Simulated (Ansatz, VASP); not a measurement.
**One calculation of AlNi, two programs**

INCAR

```
SYSTEM = AlNi
PREC = Accurate
ENCUT = 520
EDIFF = 1E-6
ISMEAR = 0
SIGMA = 0.05
LREAL = .FALSE.
LASPH = .TRUE.
NELM = 150
ALGO = Normal
ISIF = 2
LWAVE = .FALSE.
LCHARG = .FALSE.
ISPIN = 2
MAGMOM = 0 0
LORBIT = 11
LMAXMIX = 4
GGA = PE
NBANDS = 18
```

KPOINTS

```
Automatic mesh
0
G
  12 12 12
  0 0 0
```

POSCAR

```
AlNi
1.0
    2.8810000000      0.0000000000      0.0000000000
    0.0000000000      2.8810000000      0.0000000000
    0.0000000000      0.0000000000      2.8810000000
Al Ni
1 1
Direct
    0.0000000000      0.0000000000      0.0000000000
    0.5000000000      0.5000000000      0.5173550850
```

Input for Ansatz:

```yaml
crystal:
  lattice:
    - [2.881, 0.0, 0.0]
    - [0.0, 2.881, 0.0]
    - [0.0, 0.0, 2.881]
  atoms:
    - { symbol: Al, position: [0.0, 0.0, 0.0] }
    - { symbol: Ni, position: [0.5, 0.5, 0.517355085] }
magnetization:
  spin_polarized: true
basis:
  ecutwfc: 420
  fft_grid_basis: typed
kpoints:
  mp_grid: { grid: [12, 12, 12] }
hamiltonian:
  xc: pbe
scf:
  occupations: { method: gaussian, width: 0.05 }
output:
  forces: true
  stress: true
  eigenvalues: true
  bader: true
  write_density: true
  volumetric_format: npy
  populations: true
```

Alike in both runs: task single point; functional PBE; k mesh 12 × 12 × 12; occupations gaussian, width 0.05 eV; collinear spin.

```csv
,VASP,Ansatz
version,VASP 6.6.1,Ansatz 0.2.0
potentials or method,"VASP PAW PBE potentials, release 64 (Al, Ni), cutoff 520 eV","scalar-relativistic, plane waves, PAW"
valence electrons in the cell,13,21
```

Ansatz gave:

| Quantity | Value |
| --- | --- |
| gap on the k mesh at the Fermi level (eV) | none |
| pressure (GPa) | 2.2 |
| traceless stress, the component that is largest in VASP (GPa) | -0.08 |
| rms of the force components (eV/Å) | 0.171 |
| net moment per atom (μB) | 0.00 |

Problem. What did VASP give for the same quantities?

Solution. gap on the k mesh at the Fermi level (eV): none; pressure (GPa): 2.3; traceless stress, the component that is largest in VASP (GPa): -0.08; rms of the force components (eV/Å): 0.172; net moment per atom (μB): 0.00.

Atom by atom the forces differ by 0.001 eV/Å (rms over components). A gap of «none» marks a metal or a gap that the smearing closes. VASP's potentials hold 13 valence electrons a cell and Ansatz's 21, so a difference there can come from the potentials and not from the codes. Ansatz's warnings: no starting moments.
